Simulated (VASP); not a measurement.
# NaI (P6_3mc) in VASP: single point with PBE

Aim: the single point of NaI with PBE.

Program: VASP 6.6.1. These are calculated values, not measurements. Logs are shortened: lines on timing, memory, paths and dates and some standing lists are left out, and cuts for length are marked.

### Step 1. The cell of the first run

The typed cell holds 4 atoms: a = 5.416 Å, b = 5.416 Å, c = 6.459 Å, α = 90.00°, β = 90.00°, γ = 120.00°.

### Step 2. Single point, PBE

Contents of INCAR:

```
PREC = Accurate
ENCUT = 500
EDIFF = 1E-6
ISMEAR = 0
SIGMA = 0.01
LREAL = False
LASPH = True
NELM = 120
ALGO = Normal
ISIF = 2
LWAVE = False
LCHARG = False
GGA = PE
NBANDS = 22
GGA_COMPAT = False
```

Contents of KPOINTS:

```
Automatic mesh
0
Gamma
  6 6 2
```

Contents of POSCAR:

```
NaI
1.0
    5.4164732122      0.0000000000      0.0000000000
   -2.7082366061      4.6908034007      0.0000000000
    0.0000000000      0.0000000000      6.4591939311
Na I
2 2
Direct
    0.3333333333      0.6666666667     -0.0625509074
    0.6666666667      0.3333333333      0.4374490926
    0.3333333333      0.6666666667      0.4375509074
    0.6666666667      0.3333333333      0.9375509074
```

Potentials or basis: VASP PAW PBE potentials, release 64 (Na_pv, I).

On the command line:

```console
$ cat potpaw_PBE.64/Na_pv/POTCAR potpaw_PBE.64/I/POTCAR > POTCAR
$ mpirun -np 1 vasp_std > vasp.out
```

OUTCAR:

```text
PREC = Accurate
   ENCUT = 500
   EDIFF = 1E-6
   ISMEAR = 0
   LREAL = False
   LASPH = True
   NELM = 120
   ISIF = 2
   GGA = PE

 ion  position               nearest neighbor table
   1  0.333  0.667  0.937-   4 3.13   4 3.13   4 3.13
   2  0.667  0.333  0.437-   3 3.13   3 3.13   3 3.13
   3  0.333  0.667  0.438-   2 3.13   2 3.13   2 3.13
   4  0.667  0.333  0.938-   1 3.13   1 3.13   1 3.13

  LATTYP: Found a hexagonal cell.
 ALAT       =     5.4164732122
 C/A-ratio  =     1.1925091620

  Lattice vectors:

 A1 = (   5.4164732122,   0.0000000000,   0.0000000000)
 A2 = (  -2.7082366061,   4.6908034007,   0.0000000000)
 A3 = (   0.0000000000,   0.0000000000,   6.4591939311)

Analysis of symmetry for initial positions (statically):
=====================================================================
 Subroutine PRICEL returns:
 Original cell was already a primitive cell.

 Routine SETGRP: Setting up the symmetry group for a
 hexagonal supercell.

 Subroutine GETGRP returns: Found 12 space group operations
 (whereof  6 operations were pure point group operations)
 out of a pool of 24 trial point group operations.

The static configuration has the point symmetry C_3v.
 The point group associated with its full space group is C_6v.

Analysis of symmetry for dynamics (positions and initial velocities):
=====================================================================
 Subroutine PRICEL returns:
 Original cell was already a primitive cell.

 Routine SETGRP: Setting up the symmetry group for a
 hexagonal supercell.

 Subroutine GETGRP returns: Found 12 space group operations
 (whereof  6 operations were pure point group operations)
 out of a pool of 24 trial point group operations.

The dynamic configuration has the point symmetry C_3v.
 The point group associated with its full space group is C_6v.

 Subroutine INISYM returns: Found 12 space group operations
 (whereof  6 operations are pure point group operations),
 and found     1 'primitive' translations

----------------------------------------------------------------------------------------

                                     Primitive cell

  volume of cell :     164.1127

  direct lattice vectors                    reciprocal lattice vectors
     5.416473212  0.000000000  0.000000000     0.184621978  0.106591549  0.000000000
    -2.708236606  4.690803401  0.000000000     0.000000000  0.213183098  0.000000000
     0.000000000  0.000000000  6.459193931     0.000000000  0.000000000  0.154818080

[... 76 lines left out ...]
   EDIFF  = 0.1E-05   stopping-criterion for ELM
   LREAL  =      F    real-space projection
   EDIFFG = 0.1E-04   stopping-criterion for IOM
   NSW    =      0    number of steps for IOM
   IBRION =     -1    ionic relax: 0-MD 1-quasi-New 2-CG
   NFREE  =      0    steps in history (QN), initial steepest desc. (CG)
   ISIF   =      2    stress and relaxation
   ISYM   =      2    0-nonsym 1-usesym 2-fastsym
   POTIM  = 0.5000    time-step for ionic-motion
   TEBEG  =    0.0;   TEEND  =   0.0 temperature during run
   PSTRESS=    0.0 pullay stress
   NELECT =      28.0000    total number of electrons
   NUPDOWN=      -1.0000    fix difference up-down
   EMIN   =  10.00;   EMAX   =-10.00  energy-range for DOS
   EFERMI =   0.00;   METHOD = LEGACY
   ISMEAR =     0;   SIGMA  =   0.01  broadening in eV -4-tet -1-fermi 0-gaus
   EFERMI_NEDOS =   21; number of points for ismear=-14 and -15
   IALGO  =     38    algorithm
   IMIX   =      4    mixing-type and parameters
     AMIX     =   0.40;   BMIX     =  1.00
     AMIX_MAG =   1.60;   BMIX_MAG =  1.00
  volume/ion in A,a.u.               =      41.03       276.87
  Fermi-wavevector in a.u.,A,eV,Ry     =   0.907988  1.715849 11.217218  0.824442
  Thomas-Fermi vector in A             =   2.031861
   LORBIT       =      0    0 simple, 1 ext, 2 COOP (PROOUT), +10 PAW based schemes
   GGA     = PE    functional components
   LHFCALC =     F    Hartree Fock is set to
   AEXX    =    0.0000 exact exchange contribution
   IVDW    =     0    specifies the selected vdW correction
   LEPSILON=     F    determine dielectric tensor
   LRPA    =     F    only Hartree local field effects (RPA)
 non-spin polarized calculation
 Gauss-broadening in eV      SIGMA  =   0.01
  energy-cutoff  :      500.00
  volume of cell :      164.11
 maximum number of plane-waves:      4192
 NGX is ok and might be reduce to    40
   NGX = 19   NGY = 19   NGZ = 23

 number of electron      28.0000001 magnetization

 Free energy of the ion-electron system (eV)
  ---------------------------------------------------
  ext. energy  EPLUGINS =         0.00000000
  ---------------------------------------------------
  free energy    TOTEN  =       -10.66455906 eV

  energy without entropy =      -10.66455906  energy(sigma->0) =      -10.66455906

 E-fermi :  -0.2512     XC(G=0):  -6.7676

 val. band max:       -0.3276647722   @ k =   0.0000   0.0000   0.0000
 cond. band min:       3.2333742226   @ k =   0.0000   0.0000   0.0000
 fundamental gap:      3.5610389948
 Fermi energy:        -0.2512197778

 k-point     1 :       0.0000    0.0000    0.0000
  band No.  band energies     occupation
      1     -22.7930      2.00000
      2     -22.7930      2.00000
      3     -22.7914      2.00000
      4     -22.7914      2.00000
      5     -22.7895      2.00000
      6     -22.7855      2.00000
[... 339 lines left out ...]
     21       8.1238      0.00000
     22       8.1238      0.00000

------------------------ aborting loop because EDIFF is reached ----------------------------------------

  FORCE on cell =-STRESS in cart. coord.  units (eV):
  Direction    XX          YY          ZZ          XY          YZ          ZX
  --------------------------------------------------------------------------------------
  -------------------------------------------------------------------------------------
  Total        0.3888867      0.3888867      0.4296275      0.0000000      0.0000000      0.0000000
  in kB        3.7965706      3.7965706      4.1943096      0.0000000      0.0000000      0.0000000
  external PRESSURE =       3.9291502 kB  Pullay stress =       0.0000000 kB

 VOLUME and BASIS-vectors are now :
 -----------------------------------------------------------------------------
  energy-cutoff  :      500.00
  volume of cell :      164.11
      direct lattice vectors                 reciprocal lattice vectors
     5.416473212  0.000000000  0.000000000     0.184621978  0.106591549  0.000000000
    -2.708236606  4.690803401  0.000000000     0.000000000  0.213183098  0.000000000
     0.000000000  0.000000000  6.459193931     0.000000000  0.000000000  0.154818080

 POSITION                                       TOTAL-FORCE (eV/Angst)
 -----------------------------------------------------------------------------------
     -0.00000      3.12720      6.05517         0.000000     -0.000000      0.000554
      2.70824      1.56360      2.82557        -0.000000      0.000000      0.000554
     -0.00000      3.12720      2.82623         0.000000     -0.000000     -0.000554
      2.70824      1.56360      6.05582        -0.000000      0.000000     -0.000554
 -----------------------------------------------------------------------------------
    total drift:                               -0.000000      0.000000     -0.000050

  FREE ENERGIE OF THE ION-ELECTRON SYSTEM (eV)
  ---------------------------------------------------
  free  energy   TOTEN  =       -10.6645590623 eV

  energy  without entropy=      -10.6645590623  energy(sigma->0) =      -10.66455906
```

OSZICAR:

```text
N       E                     dE             d eps       ncg     rms          rms(c)
DAV:   1     0.211832203346E+03    0.21183E+03   -0.12340E+04   616   0.107E+03
DAV:   2     0.720023679347E+01   -0.20463E+03   -0.19655E+03   732   0.270E+02
DAV:   3    -0.103336429700E+02   -0.17534E+02   -0.17466E+02   760   0.868E+01
DAV:   4    -0.108338864185E+02   -0.50024E+00   -0.50005E+00   806   0.156E+01
DAV:   5    -0.108476877599E+02   -0.13801E-01   -0.13801E-01   804   0.241E+00    0.231E+00
DAV:   6    -0.106720885076E+02    0.17560E+00   -0.23383E-01   718   0.211E+00    0.160E+00
DAV:   7    -0.106507141779E+02    0.21374E-01   -0.19764E-01   718   0.177E+00    0.926E-01
DAV:   8    -0.106641910087E+02   -0.13477E-01   -0.18306E-02   640   0.827E-01    0.330E-01
DAV:   9    -0.106638643015E+02    0.32671E-03   -0.60560E-04   706   0.185E-01    0.787E-02
DAV:  10    -0.106645354820E+02   -0.67118E-03   -0.79973E-04   646   0.169E-01    0.235E-02
DAV:  11    -0.106645483153E+02   -0.12833E-04   -0.45816E-05   732   0.546E-02    0.827E-03
DAV:  12    -0.106645580364E+02   -0.97211E-05   -0.10827E-05   650   0.238E-02    0.249E-03
DAV:  13    -0.106645591605E+02   -0.11241E-05   -0.10470E-06   594   0.757E-03    0.200E-03
DAV:  14    -0.106645590623E+02    0.98169E-07   -0.14206E-07   406   0.228E-03
   1 F= -.10664559E+02 E0= -.10664559E+02  d E =-.327062E-29
```

stdout:

```text
POSCAR found type information on POSCAR NaI
 POSCAR found :  2 types and       4 ions
 scaLAPACK will be used
 LDA part: xc-table for (Slater+PW92), standard interpolation
 POSCAR, INCAR and KPOINTS ok, starting setup
 FFT: planning ... GRIDC
 FFT: planning ... GRID_SOFT
 FFT: planning ... GRID
 WAVECAR not read
 entering main loop
```

It took 27 s on 1 thread of AMD EPYC 9R45 (Zen 5), shared host; peak memory 0.23 GiB.

What came out:

| Item | Value |
| --- | --- |
| Free energy | -10.6646 eV |
| Pressure | 0.4 GPa |
| Band gap on the k mesh | 3.56 eV, direct |

Levels at points of the mesh, in eV from the valence-band top:
```
           k point  band 11  band 12  band 13  band 14  band 15  band 16  band 17  band 18
(0.00, 0.00, 0.00)    -0.92    -0.37    -0.37     0.00     3.56     4.71     6.82     6.82
(0.50, 0.00, 0.00)    -1.17    -0.97    -0.63    -0.30     5.03     5.45     6.53     6.85
(0.00, 0.00, 0.50)    -0.65    -0.65    -0.65    -0.65     5.10     5.10     6.68     6.68
(0.50, 0.00, 0.50)    -0.78    -0.78    -0.29    -0.29     5.36     5.36     7.06     7.06
```

Caveat: the k points lie up to 0.49 Å⁻¹ apart; spin-orbit coupling is left out, which moves the levels of the heavy elements. A k mesh can miss the band edges.
